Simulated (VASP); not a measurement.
Runs of VASP 6.6.1 on ZnO. The structure is cubic, space group Fm-3m (No. 225). Conventional cell: a = 4.268 Å, b = 4.268 Å, c = 4.268 Å, α = 90.00°, β = 90.00°, γ = 90.00°. Within 2.8 Å of Zn (site symmetry m-3m) lie 6 O at 2.13 Å. O (site symmetry m-3m) has 6 Zn at 2.13 Å within 2.8 Å. 

```csv
level,potentials or basis,k mesh,smearing,grid for exact exchange (PRECFOCK),share of exact exchange,screening parameter,gap on the mesh (eV),pressure (GPa)
LDA,"VASP PAW LDA potentials, release 64 (Zn, O)",8 × 8 × 8,gaussian 0.01 eV,-,-,-,0.92,-6.0
r2SCAN,"VASP PAW PBE potentials, release 64 (Zn, O)",2 × 2 × 2,gaussian 0.01 eV,-,-,-,1.29,7.1
r2SCAN,"VASP PAW PBE potentials, release 64 (Zn, O)",8 × 8 × 8,gaussian 0.5 eV,-,-,-,1.55,1.5
r2SCAN,"VASP PAW PBE potentials, release 64 (Zn, O)",8 × 8 × 8,gaussian 0.01 eV,-,-,-,1.55,1.5
PBE-based screened hybrid with 50 % exact exchange,"VASP PAW PBE potentials, release 64 (Zn, O)",4 × 4 × 4,gaussian 0.01 eV,Normal,0.5,0.5 1/Å,(a),-1.1
r2SCAN,"VASP PAW PBE potentials, release 64 (Zn, O)","8 × 8 × 8, shifted",gaussian 0.01 eV,-,-,-,1.98,1.5
r2SCAN,"VASP PAW PBE potentials, release 64 (Zn, O)",5 × 5 × 5,gaussian 0.01 eV,-,-,-,(c),1.4
HSE06,"VASP PAW PBE potentials, release 64 (Zn, O)",4 × 4 × 4,gaussian 0.01 eV,Normal,0.25,0.2079 1/Å,2.70,(b)
r2SCAN,"VASP PAW PBE potentials, release 64 (Zn, O)",8 × 8 × 8,methfessel-paxton 0.001 eV,-,-,-,1.55,1.5
PBE-based screened hybrid with 15 % exact exchange,"VASP PAW PBE potentials, release 64 (Zn, O)",4 × 4 × 4,gaussian 0.01 eV,Normal,0.15,0.1 1/Å,2.20,4.7
```

Alike in all rows: task single point; no spin polarisation; cell as given; cutoff (eV) 520.

**Question.** Estimate the missing entries.

**Answer.** (a) 3.29; (b) 2.4; (c) 1.64.

Caveats: some runs use coarse meshes; the PAW data sets were made with another functional, which shifts forces and pressure a little (at least some runs); the cell stands under tension (at least some runs); a shifted mesh leaves out Γ, where band edges can lie (at least some runs); an odd mesh through Γ misses points on the zone boundary, where band edges can lie (at least some runs).
